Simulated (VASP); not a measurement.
Set up this calculation in VASP 6.6.1, as the native input.

```
Task                   : single point
Functional             : PBEsol
Potentials or basis    : VASP PAW PBE potentials, release 64 (Mo_sv, P, H)
Cutoff                 : 400 eV
k mesh                 : 9 × 9 × 1
Occupations            : gaussian, width 0.1 eV
Spin                   : no spin polarisation
Dipole correction      : yes
Further INCAR settings : ALGO = Normal; EDIFF = 1e-06; NBANDS = 38; NELMDL = -8
```

The structure of Mo3P3H lies in POSCAR:

```
Mo3P3H
1.0
    3.1741350969      0.0000000000      0.0000000000
    0.0000000000      3.2062346803      0.0000000000
    0.0000000000      0.0000000000     25.4789215952
Mo P H
3 3 1
Direct
    0.0000000000      0.5000000000      0.3336090960
    0.0000000000      0.0000000000      0.4425886174
    0.0000000000      0.5000000000      0.5501261364
    0.5000000000      0.0000000000      0.3699356032
    0.5000000000      0.5000000000      0.4792943049
    0.5000000000      0.0000000000      0.5907329554
    0.7500000000      0.0000000000      0.6392207275
```

The input as run:

INCAR

```
SYSTEM = Mo3P3H
ALGO = Normal ; DIPOL = 0.5 0.5 0.487
EDIFF = 1E-6 ; ENCUT = 400
GGA = PS ; GGA_COMPAT = .FALSE.
IDIPOL = 3 ; ISIF = 2
ISMEAR = 0 ; LASPH = .TRUE.
LCHARG = .TRUE. ; LDIPOL = .TRUE.
LELF = .TRUE. ; LREAL = .FALSE.
LVACPOTAV = .TRUE. ; LVHAR = .TRUE.
LWAVE = .FALSE. ; NBANDS = 38
NELM = 120 ; NELMDL = -8
PREC = Accurate ; SIGMA = 0.1
```

KPOINTS

```
k-points
0
G
  9 9 1
  0 0 0
```

Potentials or basis: VASP PAW PBE potentials, release 64 (Mo_sv, P, H).

Run with:

```bash
$ cat potpaw_PBE.64/Mo_sv/POTCAR potpaw_PBE.64/P/POTCAR potpaw_PBE.64/H/POTCAR > POTCAR
$ mpirun -np 1 vasp_std > vasp.out
```

Results of the run:

```json
{
 "Largest force": "1.963 eV/Å",
 "Band gap on the k mesh": "zero (bands 29 and 30 overlap by 0.92 eV)"
}
```

Caveat: the PAW data sets were made with another functional, which shifts forces and pressure a little.

Run time: 3.5 min on 1 thread of Intel(R) Xeon(R) 6975P-C (Granite Rapids) (shared host), peak memory 0.37 GiB.
